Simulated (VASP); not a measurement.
# PtF: single point with PBE

PtF:

```
CELL_PARAMETERS angstrom
5.83195 0.00000 0.00000
-2.91598 5.05062 0.00000
0.00000 0.00000 3.89944
ATOMIC_POSITIONS crystal
Pt 0.66667 0.33333 0.25000
Pt 0.33333 0.66667 0.75000
F 0.33333 0.66667 0.25000
F 0.66667 0.33333 0.75000
```

The cell was built from a structure type or drawn by symmetry, and may not be a known phase.

```
Program                : VASP 6.6.1
Task                   : single point
Functional             : PBE
Potentials or basis    : VASP PAW PBE potentials, release 64 (Pt, F)
Cutoff                 : 520 eV
k mesh                 : 12 × 12 × 12
Occupations            : gaussian, width 0.1 eV
Spin                   : no spin polarisation
Dipole correction      : no
Further INCAR settings : ALGO = Normal; EDIFF = 1e-06; NBANDS = 25
```

The pressure is 0.2 GPa and the band gap on the k mesh is zero (bands 17 and 18 overlap by 0.66 eV).

Stress tensor (GPa, compression positive):
```
-0.19  0.00  0.00
 0.00 -0.19  0.00
 0.00  0.00  0.92
```

Levels at points of the mesh, in eV from the Fermi level:
| k point | band 15 | band 16 | band 17 | band 18 | band 19 | band 20 | band 21 | band 22 |
| --- | --- | --- | --- | --- | --- | --- | --- | --- |
| (0.00, 0.00, 0.00) | -0.57 | -0.56 | -0.56 | -0.44 | 1.16 | 4.17 | 6.32 | 6.32 |
| (0.50, 0.00, 0.00) | -0.77 | -0.55 | -0.32 | -0.28 | 1.71 | 2.23 | 5.24 | 5.49 |
| (0.00, 0.00, 0.50) | 0.14 | 0.14 | 0.14 | 0.14 | 5.66 | 5.66 | 7.12 | 7.12 |
| (0.50, 0.00, 0.50) | 0.12 | 0.12 | 0.20 | 0.20 | 5.18 | 5.18 | 6.39 | 6.39 |

Wall time 3.8 min on 1 thread of AMD EPYC 7R13 Processor (Zen 3) (shared host), peak memory 0.43 GiB.

Caveat: spin-orbit coupling is left out, which moves the levels of the heavy elements.
